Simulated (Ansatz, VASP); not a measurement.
## One calculation of MgO, two programs

```
CELL_PARAMETERS angstrom
0.00000 2.09332 2.09332
2.09332 0.00000 2.09332
2.09332 2.09332 0.00000
ATOMIC_POSITIONS crystal
Mg 0.00000 0.00000 0.00000
O 0.50000 0.50000 0.50000
```

Alike in both runs: task single point; functional LDA; k mesh 10 × 10 × 10; no spin polarisation.

|  | VASP | Ansatz |
| --- | --- | --- |
| version | VASP 6.6.1 | Ansatz 0.2.0 |
| potentials or method | VASP PAW LDA potentials, release 64 (Mg, O), cutoff 520 eV | scalar-relativistic, plane waves, PAW |
| occupations | gaussian, width 0.01 eV | fixed |
| valence electrons in the cell | 8 | 16 |

```tsv
	VASP	Ansatz	Ansatz less VASP
gap on the k mesh at the Fermi level (eV)	4.84	4.84	0.000
least direct gap on the mesh (eV)	4.84	4.84	0.000
pressure (GPa)	-5.0	-3.3	+1.67
```

LDA's correlation is that of Perdew and Zunger in VASP and of Perdew and Wang (1992) in Ansatz. VASP's potentials hold 8 valence electrons a cell and Ansatz's 16, so a difference there can come from the potentials and not from the codes.
